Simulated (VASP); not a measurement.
Wanted: the native input for a VASP 6.6.1 run.

| Property | Result |
| --- | --- |
| Task | single point |
| Functional | PBE |
| Potentials or basis | VASP PAW PBE potentials, release 64 (In_d, Sb) |
| Cutoff | 520 eV |
| k mesh | 8 × 8 × 8 |
| Occupations | gaussian, width 0.15 eV |
| Spin | no spin polarisation |
| Dipole correction | no |
| Further INCAR settings | ALGO = Normal; EDIFF = 1e-07; NBANDS = 22 |

The structure of InSb3 lies in POSCAR:

```
InSb3
1.0
    4.8138627010      0.0560815005      0.0560815005
    0.0560815005      4.8138627010      0.0560815005
    0.0560815005      0.0560815005      4.8138627010
In Sb
1 3
Direct
    0.0000000000      0.0000000000      0.0000000000
    0.5000000000      0.0000000000      0.5000000000
    0.0000000000      0.5000000000      0.5000000000
    0.5000000000      0.5000000000      0.0000000000
```

These files were run (other wordings do the same):

INCAR

```
SYSTEM = InSb3
  ALGO = Normal
  EDIFF = 1E-7
  ENCUT = 520
  GGA = PE
  ISIF = 2
  ISMEAR = 0
  LASPH = .TRUE.
  LCHARG = .FALSE.
  LREAL = .FALSE.
  LWAVE = .FALSE.
  NBANDS = 22
  NELM = 60
  PREC = Accurate
  SIGMA = 0.15
```

KPOINTS

```
k-points
0
G
  8 8 8
  0 0 0
```

Potentials or basis: VASP PAW PBE potentials, release 64 (In_d, Sb).

Launch:

```console
$ cat potpaw_PBE.64/In_d/POTCAR potpaw_PBE.64/Sb/POTCAR > POTCAR
$ mpirun -np 1 vasp_std > vasp.out
```

It gave:

The pressure is 0.0 GPa and the band gap on the k mesh is zero (band 14 reaches 11.08 eV, above the bottom of band 15 at 6.76 eV).

Caveat: spin-orbit coupling is left out, which moves the levels of the heavy elements.

Run time: 82 s on 1 thread of Intel(R) Xeon(R) Platinum 8375C CPU @ 2.90GHz (Ice Lake), with other jobs on the host, peak memory 0.29 GiB.
